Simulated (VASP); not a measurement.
Cd48HSe48 (a cell with a defect), 97 atoms in the cell. The cell holds a defect, 97 atoms: a = 12.907 Å, b = 14.903 Å, c = 14.042 Å, α = 90.00°, β = 90.00°, γ = 90.00°. 

* Program: VASP 6.6.1
* Task: single point
* Functional: PBEsol
* Potentials or basis: VASP PAW PBE potentials, release 64 (Cd, Se, H)
* Cutoff: 400 eV
* k mesh: 1 × 1 × 1, shifted
* Occupations: fermi-dirac, width 0.05 eV
* Spin: no spin polarisation
* Dipole correction: no
* Charge: 1
* Further INCAR settings: LREAL = Auto; ALGO = Normal; EDIFF = 1e-06; NBANDS = 486; ISYM = -1; NELECT = 864.0

Potentials or basis: VASP PAW PBE potentials, release 64 (Cd, Se, H).

Launch:

```bash
$ cat potpaw_PBE.64/Cd/POTCAR potpaw_PBE.64/Se/POTCAR potpaw_PBE.64/H/POTCAR > POTCAR
$ mpirun -np 4 vasp_std > vasp.out
```

Hardware: 4 MPI ranks on Intel(R) Xeon(R) Platinum 8259CL CPU @ 2.50GHz (Skylake/Cascade Lake), on a shared host.

Question: Estimate the wall time of this run.

Answer: Run time: 9.8 min on 4 MPI ranks on Intel(R) Xeon(R) Platinum 8259CL CPU @ 2.50GHz (Skylake/Cascade Lake) (shared host), peak memory 0.7 GiB a rank. Counts: scf iterations 17, k points 1.
